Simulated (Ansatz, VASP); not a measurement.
**TiB6 in VASP and in Ansatz**

```
CELL_PARAMETERS angstrom
-2.97037 2.97037 2.97037
2.97037 -2.97037 2.97037
2.97037 2.97037 -2.97037
ATOMIC_POSITIONS crystal
Ti 0.00000 0.00000 0.00000
B 0.63604 0.63604 0.00000
B 0.36396 0.36396 0.00000
B 0.00000 0.36396 0.36396
B 0.00000 0.63604 0.63604
B 0.63604 0.00000 0.63604
B 0.36396 0.00000 0.36396
```

Change from the starting cell: species swapped into the MoF6 type (Im-3m, No. 229).

Alike in both runs: functional PBE; k mesh 10 × 10 × 10; occupations gaussian, width 0.1 eV; no spin polarisation.

Ansatz relaxed the structure, and its values are those at the end. VASP's run is a single point on that final structure, the one shown.

|  | VASP | Ansatz |
| --- | --- | --- |
| version | VASP 6.6.1 | Ansatz 0.2.0 |
| potentials or method | VASP PAW PBE potentials, release 64 (Ti_sv, B), cutoff 520 eV | scalar-relativistic, plane waves, PAW |
| valence electrons in the cell | 30 | 30 |

Ansatz gave:

```
gap on the k mesh at the Fermi level (eV) : none
pressure (GPa)                            : 0.0
rms of the force components (eV/Å)        : 0.001
```

Q: Which values does VASP return?

A: gap on the k mesh at the Fermi level (eV): none; pressure (GPa): -0.1; rms of the force components (eV/Å): 0.009.

A gap of «none» marks a metal or a gap that the smearing closes.
